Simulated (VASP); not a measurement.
A run of VASP 6.6.1:

File INCAR:

```
SYSTEM = LuBi
  PREC = Accurate
  ENCUT = 520
  EDIFF = 1E-6
  ISMEAR = 1
  SIGMA = 0.15
  LREAL = .False.
  LASPH = .True.
  NELM = 100
  ALGO = Normal
  ISIF = 2
  LWAVE = .False.
  LCHARG = .False.
  GGA = CA
  NBANDS = 27
```

KPOINTS

```
Automatic mesh
0
Gamma
  9 9 9
  0 0 0
```

File POSCAR:

```
LuBi
1.0
    0.0000000000      3.1019669900      3.1019669900
    3.1019669900      0.0000000000      3.1019669900
    3.1019669900      3.1019669900      0.0000000000
Lu Bi
1 1
Direct
    0.5000000000      0.5000000000      0.5000000000
    0.0000000000      0.0000000000      0.0000000000
```

Potentials or basis: VASP PAW PBE potentials, release 64 (Lu, Bi_d).

Command:

```console
$ cat potpaw_PBE.64/Lu/POTCAR potpaw_PBE.64/Bi_d/POTCAR > POTCAR
$ mpirun -np 1 vasp_std > vasp.out
```

Hardware: 1 thread of AMD EPYC 7R43 64-Core Processor (Zen 3) (shared host).

Q: Estimate the wall time of this run.

A: Run time: 65 s on 1 thread of AMD EPYC 7R43 64-Core Processor (Zen 3) (shared host), peak memory 0.18 GiB. Counts: scf iterations 13, k points 35.
